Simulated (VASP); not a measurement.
A run of VASP 6.6.1 is set up as follows.

The input INCAR:

```
  PREC = Accurate
  ENCUT = 520
  EDIFF = 1E-6
  ISMEAR = 0
  SIGMA = 0.1
  LREAL = Auto
  LASPH = True
  NELM = 100
  ALGO = Fast
  ISIF = 2
  LWAVE = False
  LCHARG = True
  LDIPOL = True
  IDIPOL = 3
  DIPOL = 0.5 0.5 0.328
  GGA = PE
  LELF = True
  LVHAR = True
  LVACPOTAV = True
  NBANDS = 129
```

The input KPOINTS:

```
regular mesh
0
Gamma
  4 4 1
```

File POSCAR:

```
W16S
1.0
    6.3671172886      0.0000000000      0.0000000000
    0.0000000000      6.3671172886      0.0000000000
    0.0000000000      0.0000000000     20.1423120279
W S
16 1
Direct
    0.2500000000      0.2500000000      0.1985869345
    0.2500000000      0.7500000000      0.1985869345
    0.7500000000      0.2500000000      0.1985869345
    0.7500000000      0.7500000000      0.1985869345
    0.0000000000      0.0000000000      0.2776135786
    0.0000000000      0.5000000000      0.2776135786
    0.5000000000      0.0000000000      0.2776135786
    0.5000000000      0.5000000000      0.2776135786
    0.2500000000      0.2500000000      0.3599329425
    0.2500000000      0.7500000000      0.3599329425
    0.7500000000      0.2500000000      0.3599329425
    0.7500000000      0.7500000000      0.3599329425
    0.0000000000      0.0000000000      0.4290625632
    0.0000000000      0.5000000000      0.4290625632
    0.5000000000      0.0000000000      0.4290625632
    0.5000000000      0.5000000000      0.4290625632
    0.1250000000      0.2500000000      0.5079813486
```

Potentials or basis: VASP PAW PBE potentials, release 64 (W_sv, S).

The run is started by

```bash
$ cat potpaw_PBE.64/W_sv/POTCAR potpaw_PBE.64/S/POTCAR > POTCAR
$ mpirun -np 1 vasp_std > vasp.out
```

Estimate the largest force.

2.172 eV/Å.

Estimate the band gap on the k mesh.

zero (bands 115 and 116 overlap by 0.27 eV).

Forces in eV/Å, atoms in the order of the input:
```
W    0.100  0.000  2.170
W    0.073  0.000  2.016
W    0.003  0.000  2.060
W   -0.104  0.000  2.030
W   -0.038 -0.026 -1.997
W   -0.038  0.026 -1.997
W    0.044 -0.100 -2.142
W    0.044  0.100 -2.142
W    0.632  0.000 -0.675
W    0.238  0.000 -0.172
W   -0.486  0.000 -0.409
W   -1.037  0.000 -0.627
W   -0.122 -0.012  0.872
W   -0.122  0.012  0.872
W   -0.024  0.375  0.064
W   -0.024 -0.375  0.064
S    0.859  0.000  0.013
```

Caveat: spin-orbit coupling is left out, which moves the levels of the heavy elements.
